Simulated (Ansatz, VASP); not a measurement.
C: VASP beside Ansatz

```
C
1.0
     0.00000    1.72990    1.78340
     1.72990    0.00000    1.78340
     1.72990    1.72990    0.00000
C
2
Direct
  0.50000 0.50000 0.50000
  0.75000 0.75000 0.75000
```

Change from the starting cell: equal xx and yy strain of -3 %, crystal datasets.

Alike in both runs: task electric field gradients; functional PBE; k mesh 20 × 20 × 20; occupations fermi-dirac, width 0.08 eV; no spin polarisation.

```csv
,VASP,Ansatz
version,VASP 6.6.1,Ansatz 0.2.0
potentials or method,"VASP PAW PBE potentials, release 64 (C), cutoff 520 eV","all-electron PAW with datasets made for the crystal, scalar-relativistic"
```

```csv
,VASP,Ansatz,Ansatz less VASP
gap on the k mesh at the Fermi level (eV),3.87,3.88,+0.010
pressure (GPa),32.6,31.7,-0.92
"traceless stress, the component that is largest in VASP (GPa)",-20.77,-20.81,-0.043
size of Vzz on the site where it differs most (V/Å²),1.3,1.5,+0.18
```

Both programs put the cell under a high pressure, so it lies far from rest at this level. Ansatz ran all-electron here, and VASP with PAW potentials.
